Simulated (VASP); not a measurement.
# Ga2O3 (C2/m) in VASP: single point with PBE

Aim: the single point of Ga2O3 with PBE.

Everything below comes from runs of VASP 6.6.1. Logs are shortened: lines on timing, memory, paths and dates and some standing lists are left out, and cuts for length are marked.

## 1. The cell of the first run

The structure is monoclinic, space group C2/m (No. 12). The conventional cell has a = 12.456 Å, b = 3.083 Å, c = 5.877 Å, α = 90.00°, β = 103.70°, γ = 90.00°. Ga (site symmetry m) has 4 O at 1.86 to 1.90 Å within 2.5 Å. Ga (site symmetry m) has 6 O at 1.97 to 2.11 Å within 2.6 Å. Within 2.5 Å of O (site symmetry m) lie 3 Ga at 1.86 to 1.97 Å. Within 2.5 Å of O (site symmetry m) lie 4 Ga at 1.90 to 2.11 Å. Within 2.5 Å of O (site symmetry m) lie 3 Ga at 1.86 to 1.97 Å.

## 2. Single point, PBE

File INCAR:

```
PREC = Accurate
ENCUT = 520
EDIFF = 1E-6
ISMEAR = 0
SIGMA = 0.01
LREAL = F
LASPH = T
NELM = 60
ALGO = Normal
ISIF = 2
LWAVE = F
LCHARG = T
GGA = PE
LELF = T
LVHAR = T
NBANDS = 55
```

File KPOINTS:

```
Automatic mesh
0
Gamma
  6 6 6
```

File POSCAR:

```
Ga2O3
1.0
    6.2277916226     -1.5416633606      0.0116122825
    6.2277916226      1.5416633606      0.0116122825
   -1.4026973609      0.0000000000      5.7073445963
Ga O
4 6
Direct
    0.0899010724      0.0899010724      0.7947034023
    0.9100989276      0.9100989276      0.2052965977
    0.6585131930      0.6585131930      0.3141592110
    0.3414868070      0.3414868070      0.6858407890
    0.1635062533      0.1635062533      0.1091775049
    0.8364937467      0.8364937467      0.8908224951
    0.1737078480      0.1737078480      0.5643202937
    0.8262921520      0.8262921520      0.4356797063
    0.4960405919      0.4960405919      0.2567127869
    0.5039594081      0.5039594081      0.7432872131
```

Potentials or basis: VASP PAW PBE potentials, release 64 (Ga_d, O).

The run is started by

```
> cat potpaw_PBE.64/Ga_d/POTCAR potpaw_PBE.64/O/POTCAR > POTCAR
> mpirun -np 1 vasp_std > vasp.out
```

OUTCAR:

```text
PREC = Accurate
   ENCUT = 520
   EDIFF = 1E-6
   ISMEAR = 0
   LREAL = F
   LASPH = T
   NELM = 60
   ISIF = 2
   GGA = PE

 ion  position               nearest neighbor table
   1  0.090  0.090  0.795-   5 1.86  10 1.86  10 1.86   7 1.90
   2  0.910  0.910  0.205-   6 1.86   9 1.86   9 1.86   8 1.90
   3  0.659  0.659  0.314-   5 1.97   5 1.97   9 1.97   8 2.04   7 2.11   7 2.11
   4  0.341  0.341  0.686-   6 1.97   6 1.97  10 1.97   7 2.04   8 2.11   8 2.11
   5  0.164  0.164  0.109-   1 1.86   3 1.97   3 1.97
   6  0.836  0.836  0.891-   2 1.86   4 1.97   4 1.97
   7  0.174  0.174  0.564-   1 1.90   4 2.04   3 2.11   3 2.11
   8  0.826  0.826  0.436-   2 1.90   3 2.04   4 2.11   4 2.11
   9  0.496  0.496  0.257-   2 1.86   2 1.86   3 1.97
  10  0.504  0.504  0.743-   1 1.86   1 1.86   4 1.97

  LATTYP: Found a base centered monoclinic cell.
 ALAT       =    12.4556048973
 B/A-ratio  =     0.2475453217
 C/A-ratio  =     0.4718508929
 COS(beta)  =    -0.2368569816

  Lattice vectors:

 A1 = (   6.2277916226,  -1.5416633606,   0.0116122825)
 A2 = (   6.2277916226,   1.5416633606,   0.0116122825)
 A3 = (  -1.4026973609,   0.0000000000,   5.7073445963)

Analysis of symmetry for initial positions (statically):
=====================================================================
 Subroutine PRICEL returns:
 Original cell was already a primitive cell.

 Routine SETGRP: Setting up the symmetry group for a
 base centered monoclinic supercell.

 Subroutine GETGRP returns: Found  4 space group operations
 (whereof  4 operations were pure point group operations)
 out of a pool of  4 trial point group operations.

The static configuration has the point symmetry C_2h.

Analysis of symmetry for dynamics (positions and initial velocities):
=====================================================================
 Subroutine PRICEL returns:
 Original cell was already a primitive cell.

 Routine SETGRP: Setting up the symmetry group for a
 base centered monoclinic supercell.

 Subroutine GETGRP returns: Found  4 space group operations
 (whereof  4 operations were pure point group operations)
 out of a pool of  4 trial point group operations.

The dynamic configuration has the point symmetry C_2h.

 Subroutine INISYM returns: Found  4 space group operations
 (whereof  4 operations are pure point group operations),
 and found     1 'primitive' translations

----------------------------------------------------------------------------------------

                                     Primitive cell

  volume of cell :     109.6445

  direct lattice vectors                    reciprocal lattice vectors
     6.227791623 -1.541663361  0.011612282     0.080248506 -0.324325020  0.019722721
     6.227791623  1.541663361  0.011612282     0.080248506  0.324325020  0.019722721
    -1.402697361  0.000000000  5.707344596    -0.000326551  0.000000000  0.175132574

  length of vectors
     6.415781266  6.415781266  5.877188293     0.334687208  0.334687208  0.175132878

  position of ions in fractional coordinates (direct lattice)
     0.089901072  0.089901072  0.794703402
     0.910098928  0.910098928  0.205296598
     0.658513193  0.658513193  0.314159211
     0.341486807  0.341486807  0.685840789
     0.163506253  0.163506253  0.109177505
     0.836493747  0.836493747  0.890822495
     0.173707848  0.173707848  0.564320294
     0.826292152  0.826292152  0.435679706
     0.496040592  0.496040592  0.256712787
     0.503959408  0.503959408  0.743287213

  ion indices of the primitive-cell ions
   primitive index   ion index
                 1           1
                 2           2
                 3           3
                 4           4
                 5           5
                 6           6
                 7           7
                 8           8
                 9           9
                10          10

----------------------------------------------------------------------------------------

 KPOINTS: Automatic mesh

Automatic generation of k-mesh.
 Grid dimensions read from file:
 generate k-points for:    6    6    6

 Generating k-lattice:

  Cartesian coordinates                     Fractional coordinates (reciprocal lattice)
     0.013374751 -0.054054170  0.003287120     0.166666667  0.000000000 -0.000000000
     0.013374751  0.054054170  0.003287120     0.000000000  0.166666667 -0.000000000
    -0.000054425  0.000000000  0.029188762     0.000000000  0.000000000  0.166666667

  Length of vectors
     0.055781201  0.055781201  0.029188813

  Shift w.r.t. Gamma in fractional coordinates (k-lattice)
     0.000000000  0.000000000  0.000000000

 Subroutine IBZKPT returns following result:
 ===========================================

 Found     68 irreducible k-points:

 Following reciprocal coordinates:
            Coordinates               Weight
  0.000000  0.000000  0.000000      1.000000
  0.166667  0.000000  0.000000      4.000000
  0.333333 -0.000000  0.000000      4.000000
  0.500000  0.000000  0.000000      2.000000
  0.166667  0.166667  0.000000      2.000000
  0.333333  0.166667  0.000000      4.000000
[... 16 lines left out ...]
 -0.333333  0.166667  0.166667      4.000000
 -0.166667  0.166667  0.166667      4.000000
 [... further k-points ...]
   k-points           NKPTS =     68   k-points in BZ     NKDIM =     68   number of bands    NBANDS=     55
   number of dos      NEDOS =    301   number of ions     NIONS =     10
   total plane-waves  NPLWV = 110592
   dimension x,y,z NGX =    48 NGY =   48 NGZ =   48
   dimension x,y,z NGXF=    96 NGYF=   96 NGZF=   96
   ions per type =               4   6
   NGX,Y,Z   is equivalent  to a cutoff of  12.44, 12.44, 13.58 a.u.
   NGXF,Y,Z  is equivalent  to a cutoff of  24.88, 24.88, 27.16 a.u.
 SYSTEM =  unknown system
   PREC   = accura    normal or accurate (medium, high low for compatibility)
   ISTART =      0    job   : 0-new  1-cont  2-samecut
   ICHARG =      2    charge: 1-file 2-atom 10-const
   ISPIN  =      1    spin polarized calculation?
   LNONCOLLINEAR =      F non collinear calculations
   LSORBIT =      F    spin-orbit coupling
   LASPH  =      T    aspherical Exc in radial PAW
   ENCUT  =  520.0 eV  38.22 Ry    6.18 a.u.  11.93 11.93 10.93*2*pi/ulx,y,z
   NELM   =     60;   NELMIN=  2; NELMDL= -5     # of ELM steps
   EDIFF  = 0.1E-05   stopping-criterion for ELM
   LREAL  =      F    real-space projection
   EDIFFG = 0.1E-04   stopping-criterion for IOM
   NSW    =      0    number of steps for IOM
   IBRION =     -1    ionic relax: 0-MD 1-quasi-New 2-CG
   NFREE  =      0    steps in history (QN), initial steepest desc. (CG)
   ISIF   =      2    stress and relaxation
   ISYM   =      2    0-nonsym 1-usesym 2-fastsym
   POTIM  = 0.5000    time-step for ionic-motion
   TEBEG  =    0.0;   TEEND  =   0.0 temperature during run
   PSTRESS=    0.0 pullay stress
   NELECT =      88.0000    total number of electrons
   NUPDOWN=      -1.0000    fix difference up-down
   EMIN   =  10.00;   EMAX   =-10.00  energy-range for DOS
   EFERMI =   0.00;   METHOD = LEGACY
   ISMEAR =     0;   SIGMA  =   0.01  broadening in eV -4-tet -1-fermi 0-gaus
   EFERMI_NEDOS =   21; number of points for ismear=-14 and -15
   IALGO  =     38    algorithm
   IMIX   =      4    mixing-type and parameters
     AMIX     =   0.40;   BMIX     =  1.00
     AMIX_MAG =   1.60;   BMIX_MAG =  1.00
  volume/ion in A,a.u.               =      10.96        73.99
  Fermi-wavevector in a.u.,A,eV,Ry     =   1.521389  2.875008 31.492362  2.314623
  Thomas-Fermi vector in A             =   2.630110
   LORBIT       =      0    0 simple, 1 ext, 2 COOP (PROOUT), +10 PAW based schemes
   GGA     = PE    functional components
   LHFCALC =     F    Hartree Fock is set to
   AEXX    =    0.0000 exact exchange contribution
   IVDW    =     0    specifies the selected vdW correction
   LEPSILON=     F    determine dielectric tensor
   LRPA    =     F    only Hartree local field effects (RPA)
 non-spin polarized calculation
 Gauss-broadening in eV      SIGMA  =   0.01
  energy-cutoff  :      520.00
  volume of cell :      109.64
 maximum number of plane-waves:      2970
   NGX = 23   NGY = 23   NGZ = 21

 number of electron      87.9999987 magnetization

 Free energy of the ion-electron system (eV)
  ---------------------------------------------------
  ext. energy  EPLUGINS =         0.00000000
  ---------------------------------------------------
  free energy    TOTEN  =       -59.67747173 eV

  energy without entropy =      -59.67747173  energy(sigma->0) =      -59.67747173

 E-fermi :   3.5385     XC(G=0): -11.3736

 val. band max:        3.4290220960   @ k =   0.5000   0.5000   0.5000
 cond. band min:       5.4339364086   @ k =   0.0000   0.0000   0.0000
 fundamental gap:      2.0049143126
 Fermi energy:         3.5385249443

 k-point     1 :       0.0000    0.0000    0.0000
  band No.  band energies     occupation
      1     -15.1864      2.00000
      2     -14.1284      2.00000
      3     -14.0987      2.00000
      4     -13.9953      2.00000
      5     -13.5524      2.00000
      6     -13.5465      2.00000
[... 47 lines left out ...]
     54      15.4444      0.00000
     55      15.6356      0.00000

 k-point     2 :       0.1667    0.0000    0.0000
  band No.  band energies     occupation
      1     -14.9909      2.00000
      2     -14.0935      2.00000
      3     -14.0537      2.00000
      4     -13.8777      2.00000
      5     -13.5606      2.00000
      6     -13.5490      2.00000
[... 47 lines left out ...]
     54      14.3262      0.00000
     55      14.4156      0.00000

 k-point     3 :       0.3333   -0.0000    0.0000
  band No.  band energies     occupation
      1     -14.5152      2.00000
      2     -14.0110      2.00000
      3     -13.9132      2.00000
      4     -13.7748      2.00000
      5     -13.5619      2.00000
      6     -13.5538      2.00000
[... 1152 lines left out ...]
 k-point    23 :      -0.3333    0.1667    0.1667
  band No.  band energies     occupation
      1     -14.1234      2.00000
      2     -13.9578      2.00000
      3     -13.9024      2.00000
      4     -13.8039      2.00000
      5     -13.5698      2.00000
      6     -13.5577      2.00000
[... 47 lines left out ...]
     54      14.6419      0.00000
     55      15.2395      0.00000

 k-point    24 :      -0.1667    0.1667    0.1667
  band No.  band energies     occupation
      1     -14.5159      2.00000
      2     -13.9721      2.00000
      3     -13.9256      2.00000
      4     -13.7791      2.00000
      5     -13.5942      2.00000
      6     -13.5439      2.00000
[... 47 lines left out ...]
     54      14.2677      0.00000
     55      14.8027      0.00000

 [... further k-points ...]
[... 5 lines left out ...]
  --------------------------------------------------------------------------------------
  -------------------------------------------------------------------------------------
  Total        0.4062195      0.5226236      0.4217520      0.0000000      0.0000000      0.0214193
  in kB        5.9358738      7.6368256      6.1628429      0.0000000      0.0000000      0.3129896
  external PRESSURE =       6.5785141 kB  Pullay stress =       0.0000000 kB

 VOLUME and BASIS-vectors are now :
 -----------------------------------------------------------------------------
  energy-cutoff  :      520.00
  volume of cell :      109.64
      direct lattice vectors                 reciprocal lattice vectors
     6.227791623 -1.541663361  0.011612282     0.080248506 -0.324325020  0.019722721
     6.227791623  1.541663361  0.011612282     0.080248506  0.324325020  0.019722721
    -1.402697361  0.000000000  5.707344596    -0.000326551  0.000000000  0.175132574

 POSITION                                       TOTAL-FORCE (eV/Angst)
 -----------------------------------------------------------------------------------
      0.00504      0.00000      4.53773         0.003683      0.000000      0.003982
     11.04784      0.00000      1.19284        -0.003683      0.000000     -0.003982
      7.76150      0.00000      1.80831        -0.010655      0.000000     -0.002505
      3.29139      0.00000      3.92226         0.010655      0.000000      0.002505
      1.88342      0.00000      0.62691         0.019419      0.000000     -0.017136
      9.16946      0.00000      5.10366        -0.019419      0.000000      0.017136
      1.37206      0.00000      3.22480        -0.013273      0.000000      0.001012
      9.68082      0.00000      2.50576         0.013273      0.000000     -0.001012
      5.81838      0.00000      1.47667         0.002729      0.000000      0.005164
      5.23450      0.00000      4.25390        -0.002729      0.000000     -0.005164
 -----------------------------------------------------------------------------------
    total drift:                               -0.000000     -0.000000      0.000000

  FREE ENERGIE OF THE ION-ELECTRON SYSTEM (eV)
  ---------------------------------------------------
  free  energy   TOTEN  =       -59.6774717292 eV

  energy  without entropy=      -59.6774717292  energy(sigma->0) =      -59.67747173
```

Run time: 18 min. Hardware: 1 thread of Intel Xeon Platinum 8259CL at 2.50GHz (Skylake/Cascade Lake), shared host; peak memory 0.5 GiB.

Results:

* Free energy: -59.6775 eV
* Pressure: 0.7 GPa
* Largest force: 0.026 eV/Å
* Band gap on the k mesh: 2.00 eV, indirect (least direct gap 2.02 eV)

Forces on the atoms (eV/Å):
```
Ga   0.004  0.000  0.004
Ga  -0.004  0.000 -0.004
Ga  -0.011  0.000 -0.003
Ga   0.011  0.000  0.003
O    0.019  0.000 -0.017
O   -0.019  0.000  0.017
O   -0.013  0.000  0.001
O    0.013  0.000 -0.001
O    0.003  0.000  0.005
O   -0.003  0.000 -0.005
```

Stress tensor (GPa, compression positive):
```
0.59 0.00 0.03
0.00 0.76 0.00
0.03 0.00 0.62
```

Levels at points of the mesh, in eV from the valence-band top:
| k point | band 41 | band 42 | band 43 | band 44 | band 45 | band 46 | band 47 | band 48 |
| --- | --- | --- | --- | --- | --- | --- | --- | --- |
| (0.00, 0.00, 0.00) | -0.65 | -0.46 | -0.27 | -0.01 | 2.00 | 5.36 | 6.29 | 6.46 |
| (0.50, 0.00, 0.00) | -0.76 | -0.68 | -0.46 | -0.09 | 5.35 | 6.14 | 6.82 | 7.03 |
| (0.50, 0.50, 0.00) | -0.68 | -0.67 | -0.41 | -0.13 | 4.18 | 4.41 | 5.63 | 6.16 |
| (0.00, 0.00, 0.50) | -0.63 | -0.59 | -0.52 | -0.28 | 4.36 | 4.55 | 6.29 | 6.82 |
| (0.50, 0.00, 0.50) | -1.04 | -0.96 | -0.69 | -0.60 | 6.47 | 6.53 | 7.46 | 7.62 |
| (0.50, 0.50, 0.50) | -0.63 | -0.63 | -0.58 | 0.00 | 4.75 | 4.98 | 5.82 | 6.11 |
